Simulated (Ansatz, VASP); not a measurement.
**One calculation of Pd, two programs**

```
CELL_PARAMETERS angstrom
0.00000 2.94782 2.94782
2.94782 0.00000 2.94782
2.94782 2.94782 0.00000
ATOMIC_POSITIONS crystal
Pd 0.12500 0.12500 0.12500
Pd 0.87500 0.87500 0.87500
```

Alike in both runs: task single point; functional RPBE; k mesh 10 × 10 × 10; occupations fermi-dirac, width 0.05 eV; collinear spin.

|  | VASP | Ansatz |
| --- | --- | --- |
| version | VASP 6.6.1 | Ansatz 0.2.0 |
| potentials or method | VASP PAW PBE potentials, release 64 (Pd), cutoff 520 eV | plane waves (420 eV) with PAW, scalar-relativistic |
| valence electrons in the cell | 20 | 36 |

|  | VASP | Ansatz | Ansatz less VASP |
| --- | --- | --- | --- |
| pressure (GPa) | -0.2 | 0.0 | +0.23 |
| net moment per atom (μB) | 0.45 | 0.45 | 0.000 |
| size of the moment on the site where the two differ most (μB) | 0.45 | 0.45 | 0.000 |

VASP's potentials were made for PBE, not for RPBE. Site moments also hang on the region over which each program counts them. VASP's potentials hold 20 valence electrons a cell and Ansatz's 36, so a difference there can come from the potentials and not from the codes.
